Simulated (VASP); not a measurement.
Write the native input for VASP 6.6.1 that does the following.

* Task: relaxation of cell and atoms
* Functional: LDA
* Potentials or basis: VASP PAW LDA potentials, release 64 (Cd, Se)
* Cutoff: 600 eV
* k mesh: 6 × 6 × 6
* Occupations: gaussian, width 0.01 eV
* Spin: no spin polarisation
* Target pressure: 10 GPa
* Dipole correction: no
* Further INCAR settings: ALGO = Normal; EDIFF = 1e-07; IBRION = 2; EDIFFG = -0.002; NSW = 100; ISIF = 3

The structure of CdSe lies in POSCAR:

```
CdSe
1.0
    3.0039936764      3.0039936764      0.0000000000
   -3.0039936764      3.0039936764      0.0000000000
    0.0000000000      3.0039936764      3.0039936764
Cd Se
1 1
Direct
    0.0000000000      0.0000000000      0.0000000000
    0.7500000000      0.2500000000      0.5000000000
```

These files were run (other wordings do the same):

INCAR

```
PREC     = Accurate       # precision mode
ENCUT    = 600            # plane-wave cutoff, eV
EDIFF    = 1E-7           # SCF threshold, eV
ISMEAR   = 0              # smearing method
SIGMA    = 0.01           # smearing width, eV
LREAL    = F              # projectors in reciprocal space
LASPH    = T              # aspherical terms in the spheres
NELM     = 100            # most SCF steps
ALGO     = Normal         # electronic algorithm
ISIF     = 3              # what is computed and relaxed
LWAVE    = F              # write WAVECAR
LCHARG   = F              # write CHGCAR
GGA      = CA             # functional
IBRION   = 2              # ionic algorithm
NSW      = 100            # ionic steps
EDIFFG   = -0.002         # ionic threshold
PSTRESS  = 100.0
```

KPOINTS

```
Automatic mesh
0
Gamma
  6 6 6
```

Potentials or basis: VASP PAW LDA potentials, release 64 (Cd, Se).

Command:

```sh
$ cat potpaw_LDA.64/Cd/POTCAR potpaw_LDA.64/Se/POTCAR > POTCAR
$ mpirun -np 1 vasp_std > vasp.out
```

Results of the run:

```
Relaxed volume                                             : 24.04 Å³/atom
Relaxed cell                                               : a = 4.082 Å, b = 4.082 Å, c = 4.082 Å, α = 60.00°, β = 60.00°, γ = 90.00°
Space group after relaxing (to 0.1 Å)                      : F-43m (No. 216)
Energy change on relaxing (the run minimises the enthalpy) : +90.1 meV/atom
Ionic steps                                                : 7
Pressure after relaxing                                    : 10.0 GPa
Band gap on the k mesh                                     : 0.68 eV
```

Caveat: the cell is relaxed towards a set pressure, so the run minimises the enthalpy, not the energy.

Run time: 2.2 min on 1 thread of Intel Xeon 8259CL, with other jobs on the host, peak memory 0.19 GiB.
